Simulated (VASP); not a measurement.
# Ti12H (a cell with a defect) in VASP: single point with PBE+D3(BJ)

Aim: the single point of Ti12H (a cell with a defect) with PBE+D3(BJ).

Program: VASP 6.6.1. These are calculated values, not measurements. Logs are shortened: lines on timing, memory, paths and dates and some standing lists are left out, and cuts for length are marked.

### Step 1. The cell of the first run

The cell holds a defect, 13 atoms: a = 5.900 Å, b = 8.850 Å, c = 4.685 Å, α = 90.00°, β = 90.00°, γ = 120.00°.

### Step 2. Single point, PBE+D3(BJ)

INCAR

```
ALGO = Normal
EDIFF = 1E-6
ENCUT = 520
GGA = PE
ISIF = 2
ISMEAR = 0
IVDW = 12
LASPH = True
LCHARG = False
LREAL = False
LWAVE = False
NBANDS = 84
NELM = 100
PREC = Accurate
SIGMA = 0.15
```

KPOINTS

```
k-points
0
Gamma
  3 2 4
```

POSCAR

```
Ti12H
1.0
    5.9000000000      0.0000000000      0.0000000000
   -4.4250000000      7.6643250000      0.0000000000
    0.0000000000      0.0000000000      4.6846000000
Ti H
12 1
Direct
   -0.0063832506     -0.0057168766      0.0000533663
    0.1448442589      0.2115514413      0.5000089655
   -0.0052600118      0.3295294759      0.0001368313
    0.1689862129      0.5525294139      0.5000945652
    0.0074608642      0.6691051071      0.0000819707
    0.1735515638      0.8913584693      0.5001210349
    0.5027884423      0.0003294485      0.0002576527
    0.6711150136      0.2151434079      0.5003105922
    0.4956556372      0.3328133919      0.0001464373
    0.6858284878      0.5728754978      0.5001297870
    0.5000435904      0.6665699850      0.0001647953
    0.6601216650      0.8851267398      0.5001822994
    0.4990659266      0.3369649643      0.5002134654
```

Potentials or basis: VASP PAW PBE potentials, release 64 (Ti_sv, H).

Run with:

```
$ cat potpaw_PBE.64/Ti_sv/POTCAR potpaw_PBE.64/H/POTCAR > POTCAR
$ mpirun -np 1 vasp_std > vasp.out
```

OUTCAR:

```text
EDIFF = 1E-6
   ENCUT = 520
   GGA = PE
   ISIF = 2
   ISMEAR = 0
   IVDW = 12
   LASPH = True
   LREAL = False
   NELM = 100
   PREC = Accurate
 IVDW          = 12

 ion  position               nearest neighbor table
   1  0.994  0.994  0.000-   2 2.87   2 2.87  12 2.90  12 2.90   6 2.90   6 2.90  11 2.91   5 2.92

   2  0.145  0.212  0.500-  13 1.81   8 2.81  12 2.87   1 2.87   1 2.87   3 2.88   3 2.88
   3  0.995  0.330  0.000-   8 2.87   8 2.87   2 2.88   2 2.88   4 2.90   4 2.90   7 2.91
   4  0.169  0.553  0.500-  11 2.89  11 2.89   3 2.90   3 2.90   5 2.91   5 2.91
   5  0.007  0.669  0.000-  10 2.86  10 2.86   6 2.90   6 2.90   4 2.91   4 2.91  11 2.92   1 2.92

   6  0.174  0.891  0.500-  10 2.85   7 2.88   7 2.88   5 2.90   5 2.90  12 2.90   1 2.90   1 2.90
                             8 2.90
   7  0.503  0.000  0.000-   8 2.86   8 2.86   6 2.88   6 2.88  12 2.89  12 2.89   3 2.91
   8  0.671  0.215  0.500-  13 1.81   2 2.81   7 2.86   7 2.86   3 2.87   3 2.87  12 2.89   6 2.90

   9  0.496  0.333  0.000-
  10  0.686  0.573  0.500-  13 1.81  12 2.84   6 2.85   5 2.86   5 2.86  11 2.88  11 2.88
  11  0.500  0.667  0.000-  10 2.88  10 2.88  12 2.88  12 2.88   4 2.89   4 2.89   1 2.91   5 2.92

  12  0.660  0.885  0.500-  10 2.84   2 2.87  11 2.88  11 2.88   7 2.89   7 2.89   8 2.89   1 2.90
                             1 2.90   6 2.90
  13  0.499  0.337  0.500-  10 1.81   2 1.81   8 1.81

  LATTYP: Found a simple monoclinic cell.
 ALAT       =     5.9000000000
 B/A-ratio  =     0.7940000000
 C/A-ratio  =     1.3228756849
 COS(beta)  =    -0.1889822323

  Lattice vectors:

 A1 = (   5.9000000000,   0.0000000000,   0.0000000000)
 A2 = (   0.0000000000,   0.0000000000,   4.6846000000)
 A3 = (  -1.4750000000,  -7.6643250000,   0.0000000000)

Analysis of symmetry for initial positions (statically):
=====================================================================
 Subroutine PRICEL returns:
 Original cell was already a primitive cell.

 Routine SETGRP: Setting up the symmetry group for a
 simple monoclinic supercell.

 Subroutine GETGRP returns: Found  1 space group operations
 (whereof  1 operations were pure point group operations)
 out of a pool of  4 trial point group operations.

The static configuration has the point symmetry C_1 .

[... 142 lines left out ...]
   EDIFF  = 0.1E-05   stopping-criterion for ELM
   LREAL  =      F    real-space projection
[... 7 lines left out ...]
   TEBEG  =    0.0;   TEEND  =   0.0 temperature during run
   PSTRESS=    0.0 pullay stress
   NELECT =     145.0000    total number of electrons
   NUPDOWN=      -1.0000    fix difference up-down
   EMIN   =  10.00;   EMAX   =-10.00  energy-range for DOS
   EFERMI =   0.00;   METHOD = LEGACY
   ISMEAR =     0;   SIGMA  =   0.15  broadening in eV -4-tet -1-fermi 0-gaus
   EFERMI_NEDOS =   21; number of points for ismear=-14 and -15
   IALGO  =     38    algorithm
   IMIX   =      4    mixing-type and parameters
     AMIX     =   0.40;   BMIX     =  1.00
     AMIX_MAG =   1.60;   BMIX_MAG =  1.00
  volume/ion in A,a.u.               =      16.30       109.96
  Fermi-wavevector in a.u.,A,eV,Ry     =   1.442773  2.726446 28.321806  2.081594
  Thomas-Fermi vector in A             =   2.561256
   LORBIT       =      0    0 simple, 1 ext, 2 COOP (PROOUT), +10 PAW based schemes
   GGA     = PE    functional components
   LHFCALC =     F    Hartree Fock is set to
   AEXX    =    0.0000 exact exchange contribution
   IVDW    =    12    specifies the selected vdW correction
   LEPSILON=     F    determine dielectric tensor
   LRPA    =     F    only Hartree local field effects (RPA)
 non-spin polarized calculation
 Gauss-broadening in eV      SIGMA  =   0.15
  energy-cutoff  :      520.00
  volume of cell :      211.84
 maximum number of plane-waves:      5706
 NGX is ok and might be reduce to    48
   NGX = 21   NGY = 33   NGZ = 17

 number of electron     144.9999997 magnetization

 Free energy of the ion-electron system (eV)
  ---------------------------------------------------
  ext. energy  EPLUGINS =         0.00000000
  ---------------------------------------------------
  free energy    TOTEN  =       -97.65500146 eV

  energy without entropy =      -97.41886525  energy(sigma->0) =      -97.53693336

 E-fermi :   8.2747     XC(G=0): -11.4690

 val. band max:        8.2702429047   @ k =  -0.3333   0.0000   0.2500
 cond. band min:       8.2925148643   @ k =   0.0000   0.5000   0.0000
 fundamental gap:      0.0222719596
 Fermi energy:         8.2747325230

 k-point     1 :       0.0000    0.0000    0.0000
  band No.  band energies     occupation
      1     -48.7480      2.00000
      2     -48.6071      2.00000
      3     -48.5518      2.00000
      4     -48.5357      2.00000
      5     -48.5101      2.00000
      6     -48.5006      2.00000
[... 1207 lines left out ...]
     83       8.7335      0.00002
     84       8.7452      0.00001

------------------------ aborting loop because EDIFF is reached ----------------------------------------

 Edisp (eV)   -7.28779

 E8    (eV) :    -3.4286

  FORCE on cell =-STRESS in cart. coord.  units (eV):
  Direction    XX          YY          ZZ          XY          YZ          ZX
  --------------------------------------------------------------------------------------
  -------------------------------------------------------------------------------------
  Total      -7.00892    -7.13866    -8.92945     0.39093    -0.00012     0.00114
  in kB     -53.01066   -53.99192   -67.53623     2.95673    -0.00094     0.00865
  external pressure =      -58.18 kB  Pullay stress =        0.00 kB

 VOLUME and BASIS-vectors are now :
 -----------------------------------------------------------------------------
  energy-cutoff  :      520.00
  volume of cell :      211.84
      direct lattice vectors                 reciprocal lattice vectors
     5.900000000  0.000000000  0.000000000     0.169491525  0.097855976  0.000000000
    -4.425000000  7.664325000  0.000000000     0.000000000  0.130474634  0.000000000
     0.000000000  0.000000000  4.684600000     0.000000000  0.000000000  0.213465397

 POSITION                                       TOTAL-FORCE (eV/Angst)
 -----------------------------------------------------------------------------------
      1.46264      7.62051      0.00025         0.002491     -0.001933      0.000317
     -0.08153      1.62140      2.34234        -0.015087      0.002291      0.000351
      4.41080      2.52562      0.00064        -0.001050     -0.000354      0.000188
     -1.44792      4.23477      2.34274        -0.003482      0.004261      0.000284
     -2.91677      5.12824      0.00038         0.007823      0.004325      0.000230
     -2.92031      6.83166      2.34287        -0.000629      0.002365      0.000056
      2.96499      0.00253      0.00121         0.001537     -0.002013     -0.000391
      3.00757      1.64893      2.34376        -0.002989      0.005455     -0.001071
      1.45167      2.55079      0.00069         0.003536     -0.002086     -0.000081
      1.51141      4.39070      2.34291        -0.008550      0.020112     -0.000063
      0.00068      5.10881      0.00077        -0.001097     -0.001304     -0.000162
     -0.02197      6.78390      2.34315        -0.005770     -0.009417     -0.000177
      1.45342      2.58261      2.34330         0.023266     -0.021703      0.000517
 -----------------------------------------------------------------------------------
    total drift:                               -0.000114      0.000379      0.000108

  FREE ENERGIE OF THE ION-ELECTRON SYSTEM (eV)
  ---------------------------------------------------
  free  energy   TOTEN  =      -104.9427942044 eV

  energy  without entropy=     -104.7066579913  energy(sigma->0) =     -104.82472610
```

Wall time 15 min (1 thread of Oxide Virtual Turin-like, shared host); peak memory 0.4 GiB.

What came out:

* Free energy: -104.9428 eV
* Pressure: -5.8 GPa
* Largest force: 0.032 eV/Å
* Dispersion energy per atom: -0.561 eV

Forces in eV/Å, atoms in the order of the input:
```
Ti   0.002 -0.002  0.000
Ti  -0.015  0.002  0.000
Ti  -0.001  0.000  0.000
Ti  -0.003  0.004  0.000
Ti   0.008  0.004  0.000
Ti  -0.001  0.002  0.000
Ti   0.002 -0.002  0.000
Ti  -0.003  0.005 -0.001
Ti   0.004 -0.002  0.000
Ti  -0.009  0.020  0.000
Ti  -0.001 -0.001  0.000
Ti  -0.006 -0.009  0.000
H    0.023 -0.022  0.001
```

Caveat: the k points lie up to 0.41 Å⁻¹ apart.
